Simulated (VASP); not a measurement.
A run of VASP 6.6.1 is set up as follows.

File INCAR:

```
SYSTEM = MoS2
ALGO = Normal
EDIFF = 1E-6
ENCUT = 520
GGA = PE
ISIF = 2
ISMEAR = -1
LASPH = .True.
LCHARG = .False.
LREAL = .False.
LWAVE = .False.
NBANDS = 35
NELM = 80
PREC = Accurate
SIGMA = 0.05
```

File KPOINTS:

```
k-points
0
Gamma
  10 10 3
  0 0 0
```

File POSCAR:

```
MoS2
1.0
    3.1690000000      0.0000000000      0.0000000000
   -1.5845000000      2.7444345046      0.0000000000
    0.0000000000      0.0000000000     12.3240000000
Mo S
2 4
Direct
    0.6827430000      0.3398180000      0.7520050000
    0.3392490000      0.6523370000      0.2513720000
    0.6668130000      0.3413290000      0.3788180000
    0.3283820000      0.6473120000      0.8791640000
    0.6719700000      0.3412700000      0.1236710000
    0.3459790000      0.6701320000      0.6228060000
```

Potentials or basis: VASP PAW PBE potentials, release 64 (Mo_sv, S).

Run with:

```bash
$ cat potpaw_PBE.64/Mo_sv/POTCAR potpaw_PBE.64/S/POTCAR > POTCAR
$ mpirun -np 1 vasp_std > vasp.out
```

**Question.** What does it give for the largest force?

**Answer.** 1.490 eV/Å.

**Question.** Estimate the band gap on the k mesh.

**Answer.** 0.92 eV (least direct gap 1.76 eV).

Forces in eV/Å, atoms in the order of the input:
```
Mo  -0.327 -0.755 -0.417
Mo  -0.904  1.183 -0.063
S    0.537 -0.597 -0.116
S    0.265  0.649 -0.105
S    0.371 -0.586  0.178
S    0.057  0.107  0.523
```

Caveat: the cell differs from its parent crystal (atoms moved at random); forces of over 1 eV/Å act on the atoms, so gaps and moduli don't describe the material at rest. A k mesh can miss the band edges.
